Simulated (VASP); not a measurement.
Ca: single point with LDA

Ca:

```xyz
1
Lattice="0.0000 2.7942 2.7942 2.8920 0.0000 2.7942 2.8920 2.7942 0.0000" Properties=species:S:1:pos:R:3 pbc="T T T"
Ca    0.0000    0.0000    0.0000
```

This cell differs from its parent crystal: strain +0.0350 x Voigt [1, 0, 0, 0, 0, 0].

| Property | Result |
| --- | --- |
| Program | VASP 6.6.1 |
| Task | single point |
| Functional | LDA |
| Potentials or basis | VASP PAW LDA potentials, release 64 (Ca_sv) |
| Cutoff | 520 eV |
| k mesh | 14 × 14 × 14 |
| Occupations | gaussian, width 0.15 eV |
| Spin | no spin polarisation |
| Dipole correction | no |
| Further INCAR settings | ALGO = Normal; EDIFF = 1e-06; NBANDS = 11 |

The pressure is -2.5 GPa. The band gap on the k mesh is zero (bands 5 and 6 overlap by 0.33 eV).

Stress tensor (GPa, compression positive):
```
-2.72  0.00  0.00
 0.00 -2.43  0.00
 0.00  0.00 -2.43
```

Levels at points of the mesh, in eV from the Fermi level:
```tsv
k point	band 2	band 3	band 4	band 5	band 6	band 7	band 8	band 9
(0.00, 0.00, 0.00)	-22.95	-22.94	-22.94	-3.90	2.02	2.17	2.17	2.99
(0.50, 0.00, 0.00)	-23.06	-22.96	-22.96	-1.01	-0.15	1.93	2.11	3.69
(0.50, 0.50, 0.00)	-23.05	-22.99	-22.98	-0.39	0.51	0.99	3.70	3.83
(0.00, 0.50, 0.50)	-23.05	-22.98	-22.98	-0.51	0.56	0.69	3.73	3.88
```

It took 2.4 min on 1 thread of Intel Xeon 8259CL, with other jobs on the host, peak memory 0.24 GiB.

Caveat: the cell differs from its parent crystal (strain +0.0350 x Voigt [1, 0, 0, 0, 0, 0]).
